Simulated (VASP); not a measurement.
## CO2: single point with PBE

Crystal: CO2.

```
C O
1.0
     6.05048    0.00000    0.00000
     0.00000    6.05048    0.00000
     0.00000    0.00000    6.05048
C O
4 8
Cartesian
  0.0000 0.0000 0.0000
  3.0252 0.0000 3.0252
  3.0252 3.0252 0.0000
  0.0000 3.0252 3.0252
  0.6754 0.6754 0.6754
  2.3499 5.3751 3.7006
  3.7006 2.3499 5.3751
  5.3751 3.7006 2.3499
  5.3751 5.3751 5.3751
  3.7006 0.6754 2.3499
  2.3499 3.7006 0.6754
  0.6754 2.3499 3.7006
```

```
Program                : VASP 6.6.1
Task                   : single point
Functional             : PBE
Potentials or basis    : VASP PAW PBE potentials, release 64 (C, O)
Cutoff                 : 520 eV
k mesh                 : 4 × 4 × 4
Occupations            : gaussian, width 0.02 eV
Spin                   : no spin polarisation
Dipole correction      : no
Further INCAR settings : ALGO = Normal; EDIFF = 1e-06; NBANDS = 44
```

The pressure is 1.2 GPa and the largest force is 0.630 eV/Å. The band gap on the k mesh is 6.62 eV.

Forces on the atoms (eV/Å):
```
C    0.000  0.000  0.000
C    0.000  0.000  0.000
C    0.000  0.000  0.000
C    0.000  0.000  0.000
O    0.364  0.364  0.364
O   -0.364 -0.364  0.364
O    0.364 -0.364 -0.364
O   -0.364  0.364 -0.364
O   -0.364 -0.364 -0.364
O    0.364  0.364 -0.364
O   -0.364  0.364  0.364
O    0.364 -0.364  0.364
```

Levels at points of the mesh, in eV from the valence-band top:
```tsv
k point	band 29	band 30	band 31	band 32	band 33	band 34	band 35	band 36
(0.00, 0.00, 0.00)	-0.11	-0.11	0.00	0.00	6.62	8.21	8.21	8.21
(0.50, 0.00, 0.00)	-0.17	-0.17	-0.05	-0.05	7.91	7.91	8.15	8.15
(0.50, 0.50, 0.00)	-0.16	-0.16	-0.16	-0.16	8.12	8.12	8.12	8.12
(0.50, 0.50, 0.50)	-0.18	-0.18	-0.18	-0.18	8.17	8.17	8.17	8.17
```

Wall time 85 s on 1 thread of Intel(R) Xeon(R) 6975P-C (Granite Rapids), with other jobs on the host, peak memory 0.34 GiB.

Caveat: this functional lacks dispersion, which holds the molecules together, so the pressure and a relaxed volume are unreliable. A k mesh can miss the band edges.
